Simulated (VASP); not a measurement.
Ca:

```
Ca
1.0
     3.98000    0.00000    0.00000
    -1.99000    3.44678    0.00000
     0.00000    0.00000    6.52000
Ca
2
Direct
  0.33333 0.66667 0.25000
  0.66667 0.33333 0.75000
```

This isn't the form of Ca at room conditions, which is fcc.

| Quantity | Value |
| --- | --- |
| Program | VASP 6.6.1 |
| Task | relaxation of cell and atoms |
| Functional | LDA |
| Potentials or basis | VASP PAW LDA potentials, release 64 (Ca_sv) |
| Cutoff | 600 eV |
| k mesh | 10 × 10 × 6 |
| Occupations | methfessel-paxton, width 0.005 eV |
| Spin | no spin polarisation |

At the start: pressure -2.4 GPa; volume 44.72 Å³/atom.

Where does the relaxation end?

Over 10 steps the energy falls by 53.3 meV/atom and the volume is 38.26 Å³/atom (-14.4 %); space group P6_3/mmc (No. 194, to 0.1 Å) before and after.

The path:
```tsv
step	energy change (eV)	largest force (eV/Å)	pressure (GPa)	volume (Å³)
1	0.0000	0.0000	-2.36	89.44
2	-0.0901	0.0000	-1.02	81.19
3	-0.1046	0.0000	-0.10	77.21
4	-0.1048	0.0000	0.01	76.75
5	-0.1048	0.0000	0.07	76.51
6	-0.1055	0.0000	0.03	76.52
7	-0.1063	0.0000	0.02	76.52
8	-0.1064	0.0000	-0.01	76.53
9	-0.1066	0.0000	0.00	76.53
10	-0.1066	0.0000	0.00	76.53
```

Final structure:
```
CELL_PARAMETERS angstrom
3.74595 0.00000 0.00000
-1.87297 3.24408 0.00000
0.00000 0.00000 6.29733
ATOMIC_POSITIONS crystal
Ca 0.33333 0.66667 0.25000
Ca 0.66667 0.33333 0.75000
```
